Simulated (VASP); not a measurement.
Write the native input for VASP 6.6.1 that does the following.

| Quantity | Value |
| --- | --- |
| Task | single point |
| Functional | PBEsol |
| Potentials or basis | VASP PAW PBE potentials, release 64 (H) |
| Cutoff | 500 eV |
| k mesh | 10 × 10 × 10 |
| Occupations | gaussian, width 0.01 eV |
| Spin | no spin polarisation |
| Dipole correction | no |
| Further INCAR settings | ALGO = Normal; EDIFF = 1e-06; NBANDS = 8 |

The structure of H lies in POSCAR:

```
H
1.0
   -1.7539625964      1.7539625964      2.1828982220
    1.7539625964     -1.7539625964      2.1828982220
    1.7539625964      1.7539625964     -2.1828982220
H
2
Direct
    0.9181793486      0.9181793486      0.0057013759
    0.0869618721      0.0869618721      0.0000000000
```

This cell differs from its parent crystal: atom 1 moved by [0.01, 0.01, 0.01] A.

These files were run (other wordings do the same):

INCAR

```
SYSTEM = H
PREC = Accurate ; ENCUT = 500
EDIFF = 1E-6 ; ISMEAR = 0
SIGMA = 0.01 ; LREAL = .FALSE.
LASPH = .TRUE. ; NELM = 120
ALGO = Normal ; ISIF = 2
LWAVE = .FALSE. ; LCHARG = .FALSE.
GGA = PS ; NBANDS = 8
GGA_COMPAT = .FALSE.
```

KPOINTS

```
Automatic mesh
0
G
  10 10 10
  0 0 0
```

Potentials or basis: VASP PAW PBE potentials, release 64 (H).

The run is started by

```bash
$ cat potpaw_PBE.64/H/POTCAR > POTCAR
$ mpirun -np 1 vasp_std > vasp.out
```

Results of the run:

- Pressure: 0.3 GPa
- Largest force: 0.341 eV/Å
- Band gap on the k mesh: 8.94 eV (least direct gap 9.58 eV)

Caveat: the cell differs from its parent crystal (atom 1 moved by [0.01, 0.01, 0.01] A); this functional lacks dispersion, which holds the molecules together, so the pressure and a relaxed volume are unreliable; the PAW data sets were made with another functional, which shifts forces and pressure a little.

Run time: 19 s on 1 thread of Intel(R) Xeon(R) Platinum 8375C CPU @ 2.90GHz (Ice Lake), on a shared host, peak memory 0.16 GiB.
